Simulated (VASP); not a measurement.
# N (Pa-3) in VASP: notebook, part 2 of 2

VASP 6.6.1. The steps go on from the part before.

## (3) Single point, PBEsol

This run uses another cell than the first one, of 28.62 Å³/atom.

INCAR

```
ALGO = Normal
EDIFF = 1E-6
ENCUT = 520
GGA = PS
ISIF = 2
ISMEAR = 0
LASPH = T
LCHARG = F
LREAL = F
LWAVE = F
NBANDS = 30
NELM = 60
PREC = Accurate
SIGMA = 0.02
```

KPOINTS

```
k-points
0
Gamma
  4 4 4
```

POSCAR

```
N
1.0
    6.1178497262      0.0000000000      0.0000000000
    0.0000000000      6.1178497262      0.0000000000
    0.0000000000      0.0000000000      6.1178497262
N
8
Direct
    0.0518884016      0.0518884016      0.0518884016
    0.4481115984      0.9481115984      0.5518884016
    0.5518884016      0.4481115984      0.9481115984
    0.9481115984      0.5518884016      0.4481115984
    0.9481115984      0.9481115984      0.9481115984
    0.5518884016      0.0518884016      0.4481115984
    0.4481115984      0.5518884016      0.0518884016
    0.0518884016      0.4481115984      0.5518884016
```

Potentials or basis: VASP PAW PBE potentials, release 64 (N).

Launch:

```bash
$ cat potpaw_PBE.64/N/POTCAR > POTCAR
$ mpirun -np 1 vasp_std > vasp.out
```

OUTCAR:

```text
EDIFF = 1E-6
   ENCUT = 520
   GGA = PS
   ISIF = 2
   ISMEAR = 0
   LASPH = T
   LREAL = F
   NELM = 60
   PREC = Accurate

 ion  position               nearest neighbor table
   1  0.052  0.052  0.052-   5 1.10
   2  0.448  0.948  0.552-   6 1.10
   3  0.552  0.448  0.948-   7 1.10
   4  0.948  0.552  0.448-   8 1.10
   5  0.948  0.948  0.948-   1 1.10
   6  0.552  0.052  0.448-   2 1.10
   7  0.448  0.552  0.052-   3 1.10
   8  0.052  0.448  0.552-   4 1.10

  LATTYP: Found a simple cubic cell.
 ALAT       =     6.1178497262

  Lattice vectors:

 A1 = (   6.1178497262,   0.0000000000,   0.0000000000)
 A2 = (   0.0000000000,   6.1178497262,   0.0000000000)
 A3 = (   0.0000000000,   0.0000000000,   6.1178497262)

Analysis of symmetry for initial positions (statically):
=====================================================================
 Subroutine PRICEL returns:
 Original cell was already a primitive cell.

 Routine SETGRP: Setting up the symmetry group for a
 simple cubic supercell.

 Subroutine GETGRP returns: Found 24 space group operations
 (whereof  6 operations were pure point group operations)
 out of a pool of 48 trial point group operations.

The static configuration has the point symmetry S_6 .
 The point group associated with its full space group is T_h .

Analysis of symmetry for dynamics (positions and initial velocities):
=====================================================================
 Subroutine PRICEL returns:
 Original cell was already a primitive cell.

 Routine SETGRP: Setting up the symmetry group for a
 simple cubic supercell.

 Subroutine GETGRP returns: Found 24 space group operations
 (whereof  6 operations were pure point group operations)
 out of a pool of 48 trial point group operations.

The dynamic configuration has the point symmetry S_6 .
[... 121 lines left out ...]
  Thomas-Fermi vector in A             =   2.039867
   LORBIT       =      0    0 simple, 1 ext, 2 COOP (PROOUT), +10 PAW based schemes
   GGA     = PS    functional components
   LHFCALC =     F    Hartree Fock is set to
   AEXX    =    0.0000 exact exchange contribution
   IVDW    =     0    specifies the selected vdW correction
   LEPSILON=     F    determine dielectric tensor
   LRPA    =     F    only Hartree local field effects (RPA)
 non-spin polarized calculation
 Gauss-broadening in eV      SIGMA  =   0.02
  energy-cutoff  :      520.00
  volume of cell :      228.98
 maximum number of plane-waves:      6198
 NGX is ok and might be reduce to    48
   NGX = 23   NGY = 23   NGZ = 23

 number of electron      40.0000010 magnetization

 Free energy of the ion-electron system (eV)
  ---------------------------------------------------
  ext. energy  EPLUGINS =         0.00000000
  ---------------------------------------------------
  free energy    TOTEN  =       -68.28245441 eV

  energy without entropy =      -68.28245441  energy(sigma->0) =      -68.28245441

 E-fermi :  -7.2128     XC(G=0):  -5.5323

 val. band max:       -7.3134539122   @ k =   0.5000   0.0000   0.0000
 cond. band min:       0.3207361998   @ k =   0.0000   0.0000   0.0000
 fundamental gap:      7.6341901120
 Fermi energy:        -7.2127835986

 k-point     1 :       0.0000    0.0000    0.0000
  band No.  band energies     occupation
      1     -25.6158      2.00000
      2     -25.5948      2.00000
      3     -25.5948      2.00000
      4     -25.5948      2.00000
      5     -10.6669      2.00000
      6     -10.6669      2.00000
[... 352 lines left out ...]
     29       4.5948      0.00000
     30       4.5948      0.00000

------------------------ aborting loop because EDIFF is reached ----------------------------------------

  FORCE on cell =-STRESS in cart. coord.  units (eV):
  Direction    XX          YY          ZZ          XY          YZ          ZX
  --------------------------------------------------------------------------------------
  -------------------------------------------------------------------------------------
  Total        2.5003621      2.5003621      2.5003621     -0.0000000      0.0000000      0.0000000
  in kB       17.4951260     17.4951260     17.4951260     -0.0000000      0.0000000      0.0000000
  external PRESSURE =      17.4951260 kB  Pullay stress =       0.0000000 kB

 VOLUME and BASIS-vectors are now :
 -----------------------------------------------------------------------------
  energy-cutoff  :      520.00
  volume of cell :      228.98
      direct lattice vectors                 reciprocal lattice vectors
     6.117849726  0.000000000  0.000000000     0.163456123  0.000000000  0.000000000
     0.000000000  6.117849726  0.000000000     0.000000000  0.163456123  0.000000000
     0.000000000  0.000000000  6.117849726     0.000000000  0.000000000  0.163456123

 POSITION                                       TOTAL-FORCE (eV/Angst)
 -----------------------------------------------------------------------------------
      0.31745      0.31745      0.31745         1.085071      1.085071      1.085071
      2.74148      5.80040      3.37637        -1.085071     -1.085071      1.085071
      3.37637      2.74148      5.80040         1.085071     -1.085071     -1.085071
      5.80040      3.37637      2.74148        -1.085071      1.085071     -1.085071
      5.80040      5.80040      5.80040        -1.085071     -1.085071     -1.085071
      3.37637      0.31745      2.74148         1.085071      1.085071     -1.085071
      2.74148      3.37637      0.31745        -1.085071      1.085071      1.085071
      0.31745      2.74148      3.37637         1.085071     -1.085071      1.085071
 -----------------------------------------------------------------------------------
    total drift:                                0.000000      0.000000      0.000000

  FREE ENERGIE OF THE ION-ELECTRON SYSTEM (eV)
  ---------------------------------------------------
  free  energy   TOTEN  =       -68.2824544056 eV

  energy  without entropy=      -68.2824544056  energy(sigma->0) =      -68.28245441
```

stdout:

```text
POSCAR found type information on POSCAR N
 POSCAR found :  1 types and       8 ions
 scaLAPACK will be used
 -----------------------------------------------------------------------------
|                                                                             |
|                                                                             |
|     You enforced a specific xc type in the INCAR file but a different       |
|     I HOPE YOU KNOW WHAT YOU ARE DOING!                                     |
|                                                                             |
 -----------------------------------------------------------------------------

 LDA part: xc-table for (Slater+PW92), standard interpolation
 POSCAR, INCAR and KPOINTS ok, starting setup
 FFT: planning ... GRIDC
 FFT: planning ... GRID_SOFT
 FFT: planning ... GRID
 WAVECAR not read
 entering main loop
```

Wall time 52 s (1 thread of Intel Xeon Platinum 8259CL at 2.50GHz (Skylake/Cascade Lake), shared host); peak memory 0.32 GiB.

What came out:

| Quantity | Value |
| --- | --- |
| Free energy | -68.2825 eV |
| Pressure | 1.7 GPa |
| Largest force | 1.879 eV/Å |
| Band gap on the k mesh | 7.63 eV (least direct gap 7.64 eV) |

Forces in eV/Å, atoms in the order of the input:
```
N    1.085  1.085  1.085
N   -1.085 -1.085  1.085
N    1.085 -1.085 -1.085
N   -1.085  1.085 -1.085
N   -1.085 -1.085 -1.085
N    1.085  1.085 -1.085
N   -1.085  1.085  1.085
N    1.085 -1.085  1.085
```

Caveat: the standard files for N, O and F lose accuracy on very short bonds; this functional lacks dispersion, which holds the molecules together, so the pressure and a relaxed volume are unreliable; the PAW data sets were made with another functional, which shifts forces and pressure a little. A k mesh can miss the band edges.

## (4) Relaxation of cell and atoms, PBEsol

INCAR

```
SYSTEM = N
PREC     = Accurate       ! precision mode
ENCUT    = 600            ! plane-wave cutoff, eV
EDIFF    = 1E-7           ! SCF threshold, eV
ISMEAR   = 0              ! smearing method
SIGMA    = 0.02           ! smearing width, eV
LREAL    = .False.        ! projectors in reciprocal space
LASPH    = .True.         ! aspherical terms in the spheres
NELM     = 80             ! most SCF steps
ALGO     = Normal         ! electronic algorithm
ISIF     = 3              ! what is computed and relaxed
LWAVE    = .False.        ! write WAVECAR
LCHARG   = .False.        ! write CHGCAR
GGA      = PS             ! functional
IBRION   = 2              ! ionic algorithm
NSW      = 100            ! ionic steps
EDIFFG   = -0.01          ! ionic threshold
```

KPOINTS

```
regular mesh
0
Gamma
  4 4 4
  0 0 0
```

POSCAR

```
N
1.0
    6.0584339750      0.0000000000      0.0000000000
    0.0000000000      6.0584339750      0.0000000000
    0.0000000000      0.0000000000      6.0584339750
N
8
Direct
    0.0523955098      0.0523955098      0.0523955098
    0.4476044902      0.9476044902      0.5523955098
    0.5523955098      0.4476044902      0.9476044902
    0.9476044902      0.5523955098      0.4476044902
    0.9476044902      0.9476044902      0.9476044902
    0.5523955098      0.0523955098      0.4476044902
    0.4476044902      0.5523955098      0.0523955098
    0.0523955098      0.4476044902      0.5523955098
```

Launch:

```bash
$ cat potpaw_PBE.64/N/POTCAR > POTCAR
$ mpirun -np 1 vasp_std > vasp.out
```

It took 13 min on 1 thread of Intel Xeon Platinum 8259CL at 2.50GHz (Skylake/Cascade Lake), shared host; peak memory 0.34 GiB.

Results (log left out):

```
Free energy                           : -68.3706 eV
Relaxed volume                        : 24.08 Å³/atom
Relaxed cell                          : a = 5.776 Å, b = 5.776 Å, c = 5.776 Å, α = 90.00°, β = 90.00°, γ = 90.00°
Space group after relaxing (to 0.1 Å) : Pa-3 (No. 205)
Pressure after relaxing               : 0.0 GPa
Band gap on the k mesh                : 7.31 eV (least direct gap 7.33 eV)
```

Final structure:
```
N
1.0
     5.77569    0.00000    0.00000
     0.00000    5.77569    0.00000
     0.00000    0.00000    5.77569
N
8
Direct
  0.05551 0.05551 0.05551
  0.44449 0.94449 0.55551
  0.55551 0.44449 0.94449
  0.94449 0.55551 0.44449
  0.94449 0.94449 0.94449
  0.55551 0.05551 0.44449
  0.44449 0.55551 0.05551
  0.05551 0.44449 0.55551
```

Levels at points of the mesh, in eV from the valence-band top:
| k point | band 18 | band 19 | band 20 | band 21 | band 22 | band 23 |
| --- | --- | --- | --- | --- | --- | --- |
| (0.00, 0.00, 0.00) | -0.02 | -0.02 | -0.02 | 7.31 | 7.31 | 7.31 |
| (0.50, 0.00, 0.00) | -0.29 | 0.00 | 0.00 | 7.53 | 7.53 | 7.84 |
| (0.50, 0.50, 0.00) | -0.15 | -0.15 | -0.15 | 7.84 | 7.84 | 7.84 |
| (0.50, 0.50, 0.50) | -0.20 | -0.20 | -0.20 | 7.84 | 7.84 | 7.84 |

Caveat: the standard files for N, O and F lose accuracy on very short bonds; this functional lacks dispersion, which holds the molecules together, so the pressure and a relaxed volume are unreliable; the PAW data sets were made with another functional, which shifts forces and pressure a little. A k mesh can miss the band edges.

## (5) Relaxation of cell and atoms, PBEsol

This run uses another cell than the first one, of 28.62 Å³/atom.

Changes to INCAR since step 4:

```diff
@@ -3,3 +3,3 @@
 ENCUT    = 600            ! plane-wave cutoff, eV
-EDIFF    = 1E-7           ! SCF threshold, eV
+EDIFF    = 1E-6           ! SCF threshold, eV
 ISMEAR   = 0              ! smearing method
@@ -8,3 +8,3 @@
 LASPH    = .True.         ! aspherical terms in the spheres
-NELM     = 80             ! most SCF steps
+NELM     = 60             ! most SCF steps
 ALGO     = Normal         ! electronic algorithm
```

KPOINTS

```
Automatic mesh
0
Gamma
  4 4 4
  0 0 0
```

POSCAR

```
N
1.0
    6.1178497262      0.0000000000      0.0000000000
    0.0000000000      6.1178497262      0.0000000000
    0.0000000000      0.0000000000      6.1178497262
N
8
Direct
    0.0518884016      0.0518884016      0.0518884016
    0.4481115984      0.9481115984      0.5518884016
    0.5518884016      0.4481115984      0.9481115984
    0.9481115984      0.5518884016      0.4481115984
    0.9481115984      0.9481115984      0.9481115984
    0.5518884016      0.0518884016      0.4481115984
    0.4481115984      0.5518884016      0.0518884016
    0.0518884016      0.4481115984      0.5518884016
```

Launch:

```bash
$ cat potpaw_PBE.64/N/POTCAR > POTCAR
$ mpirun -np 1 vasp_std > vasp.out
```

Run time: 15 min. Hardware: 1 thread of Intel Xeon Platinum 8259CL at 2.50GHz (Skylake/Cascade Lake), shared host; peak memory 0.37 GiB.

The run converged. Its results:

| Quantity | Value |
| --- | --- |
| Free energy | -68.3775 eV |
| Relaxed volume | 24.18 Å³/atom |
| Relaxed cell | a = 5.783 Å, b = 5.783 Å, c = 5.783 Å, α = 90.00°, β = 90.00°, γ = 90.00° |
| Space group after relaxing (to 0.1 Å) | Pa-3 (No. 205) |
| Pressure after relaxing | 0.0 GPa |
| Band gap on the k mesh | 7.32 eV (least direct gap 7.33 eV) |

Final structure:
```
N
1.0
     5.78310    0.00000    0.00000
     0.00000    5.78310    0.00000
     0.00000    0.00000    5.78310
N
8
Cartesian
  0.3206 0.3206 0.3206
  2.5709 5.4625 3.2122
  3.2122 2.5709 5.4625
  5.4625 3.2122 2.5709
  5.4625 5.4625 5.4625
  3.2122 0.3206 2.5709
  2.5709 3.2122 0.3206
  0.3206 2.5709 3.2122
```

Levels at points of the mesh, in eV from the valence-band top:
| k point | band 17 | band 18 | band 19 | band 20 | band 21 | band 22 | band 23 | band 24 |
| --- | --- | --- | --- | --- | --- | --- | --- | --- |
| (0.00, 0.00, 0.00) | -0.77 | -0.02 | -0.02 | -0.02 | 7.32 | 7.32 | 7.32 | 8.05 |
| (0.50, 0.00, 0.00) | -0.29 | -0.29 | 0.00 | 0.00 | 7.53 | 7.53 | 7.85 | 7.85 |
| (0.50, 0.50, 0.00) | -0.15 | -0.15 | -0.15 | -0.15 | 7.84 | 7.84 | 7.84 | 7.84 |
| (0.50, 0.50, 0.50) | -0.19 | -0.19 | -0.19 | -0.19 | 7.84 | 7.84 | 7.84 | 7.84 |

Caveat: the standard files for N, O and F lose accuracy on very short bonds; the volume moved by over 15 % at a fixed basis, so the end points are rough; this functional lacks dispersion, which holds the molecules together, so the pressure and a relaxed volume are unreliable; the PAW data sets were made with another functional, which shifts forces and pressure a little. A k mesh can miss the band edges.

## (6) Overview

| task | cell | cutoff (eV) | gap on the mesh (eV) | pressure (GPa) | relaxed volume (Å³/atom) | largest force (eV/Å) |
| --- | --- | --- | --- | --- | --- | --- |
| single point | a = 6.058 Å, 8 atoms, atomic positions A | 520 | 7.60 | 1.8 | - | 1.88 |
| single point | a = 6.118 Å, 8 atoms, atomic positions B | 520 | 7.63 | 1.7 | - | 1.88 |
| relaxation of cell and atoms | relaxed from a = 6.058 Å, 8 atoms, atomic positions A | 600 | 7.31 | 0.0 | 24.08 | - |
| relaxation of cell and atoms | relaxed from a = 6.118 Å, 8 atoms, atomic positions B | 600 | 7.32 | 0.0 | 24.18 | - |

Alike in all rows: level PBEsol; potentials or basis VASP PAW PBE potentials, release 64 (N); no spin polarisation; k mesh 4 × 4 × 4; smearing gaussian 0.02 eV.

Caveats: the standard files for N, O and F lose accuracy on very short bonds; this functional lacks dispersion, which holds the molecules together, so the pressure and a relaxed volume are unreliable; the PAW data sets were made with another functional, which shifts forces and pressure a little; the volume moved by over 15 % at a fixed basis, so the end points are rough (at least some runs).

Total energies depend on the potentials used, so only differences within one code and one set of settings carry meaning.
